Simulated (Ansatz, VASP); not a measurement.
# Two plane-wave programs on NaI

The input POSCAR:

```
NaI
1.0
    0.0000000000      3.1393080000      3.1393080000
    3.1393080000      0.0000000000      3.1393080000
    3.1393080000      3.1393080000      0.0000000000
Na I
1 1
Direct
    0.0000000000      0.0000000000      0.0000000000
    0.5000000000      0.5000000000      0.5000000000
```

INCAR.step1

```
SYSTEM = NaI
ALGO     = Normal         ! electronic algorithm
EDIFF    = 1E-4           ! SCF threshold, eV
ENCUT    = 520            ! plane-wave cutoff, eV
GGA      = PE             ! functional
ISMEAR   = 0              ! smearing method
LASPH    = .TRUE.         ! aspherical terms in the spheres
LCHARG   = .FALSE.        ! write CHGCAR
LREAL    = .FALSE.        ! projectors in reciprocal space
LWAVE    = .TRUE.         ! write WAVECAR
NBANDS   = 14             ! bands
NELM     = 60             ! most SCF steps
PREC     = Accurate       ! precision mode
SIGMA    = 0.05           ! smearing width, eV
```

INCAR.step2

```
SYSTEM = NaI
ALGO     = Normal         ! electronic algorithm
EDIFF    = 1E-6           ! SCF threshold, eV
ENCUT    = 520            ! plane-wave cutoff, eV
ISIF     = 2              ! what is computed and relaxed
ISMEAR   = 0              ! smearing method
ISTART   = 1            
LASPH    = .TRUE.         ! aspherical terms in the spheres
LCHARG   = .FALSE.        ! write CHGCAR
LMIXTAU  = .TRUE.       
LREAL    = .FALSE.        ! projectors in reciprocal space
LWAVE    = .FALSE.        ! write WAVECAR
METAGGA  = R2SCAN         ! meta-GGA
NBANDS   = 14             ! bands
NELM     = 60             ! most SCF steps
PREC     = Accurate       ! precision mode
SIGMA    = 0.05           ! smearing width, eV
```

The input KPOINTS:

```
k-points
0
G
  6 6 6
  0 0 0
```

Input for Ansatz:

```yaml
crystal:
  lattice:
    - [0.0, 3.139308, 3.139308]
    - [3.139308, 0.0, 3.139308]
    - [3.139308, 3.139308, 0.0]
  atoms:
    - { symbol: Na, position: [0.0, 0.0, 0.0] }
    - { symbol: I, position: [0.5, 0.5, 0.5] }
basis:
  ecutwfc: 500
kpoints:
  mp_grid: { grid: [6, 6, 6] }
hamiltonian:
  xc: r2scan
scf:
  occupations: { method: gaussian, width: 0.05 }
output:
  forces: true
  stress: true
  eigenvalues: true
```

Change from the starting cell: strain -0.030 along x and y, -0.030 along z, atoms carried along.

Alike in both runs: task single point; functional r2SCAN; k mesh 6 × 6 × 6; occupations gaussian, width 0.05 eV; no spin polarisation.

|  | VASP | Ansatz |
| --- | --- | --- |
| version | VASP 6.6.1 | Ansatz 0.2.0 |
| potentials or method | VASP PAW PBE potentials, release 64 (Na_pv, I), cutoff 520 eV | scalar-relativistic, plane waves, PAW |
| valence electrons in the cell | 14 | 26 |

```tsv
	VASP	Ansatz	Ansatz less VASP
gap on the k mesh at the Fermi level (eV)	4.74	4.73	-0.008
least direct gap on the mesh (eV)	4.74	4.73	-0.008
pressure (GPa)	1.7	1.8	+0.07
```

VASP's potentials were made for PBE, not for r2SCAN. With one functional, cell and mesh, what is left measures potentials, basis and numerics. VASP's potentials hold 14 valence electrons a cell and Ansatz's 26, so a difference there can come from the potentials and not from the codes.

Spin-orbit coupling is off throughout.
